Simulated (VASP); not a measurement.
Input of a VASP 6.6.1 run:

INCAR

```
SYSTEM = PbS
PREC = Accurate
ENCUT = 520
EDIFF = 1E-6
ISMEAR = -1
SIGMA = 0.01
LREAL = .False.
LASPH = .True.
NELM = 150
ALGO = Normal
ISIF = 2
LWAVE = .False.
LCHARG = .True.
ISPIN = 2
MAGMOM = 3 3
LORBIT = 11
GGA = RP
LELF = .True.
LVHAR = .True.
NBANDS = 21
```

The input KPOINTS:

```
regular mesh
0
Gamma
  8 8 8
  0 0 0
```

Contents of POSCAR:

```
PbS
1.0
    0.0000000000      2.9650000000      2.9650000000
    2.9650000000      0.0000000000      2.9650000000
    2.9650000000      2.9650000000      0.0000000000
Pb S
1 1
Direct
    0.0000000000      0.0000000000      0.0000000000
    0.5000000000      0.5000000000      0.5000000000
```

Potentials or basis: VASP PAW PBE potentials, release 64 (Pb_d, S).

Launch:

```sh
$ cat potpaw_PBE.64/Pb_d/POTCAR potpaw_PBE.64/S/POTCAR > POTCAR
$ mpirun -np 1 vasp_std > vasp.out
```

(1) What does it give for the net moment?

(2) Predict the pressure.

(3) Predict the band gap on the k mesh.

Answers

(1) 0.00 μB per cell.

(2) 4.2 GPa.

(3) 0.46 eV, direct.

Caveat: the PAW data sets were made with another functional, which shifts forces and pressure a little; spin-orbit coupling is left out, which moves the levels of the heavy elements.
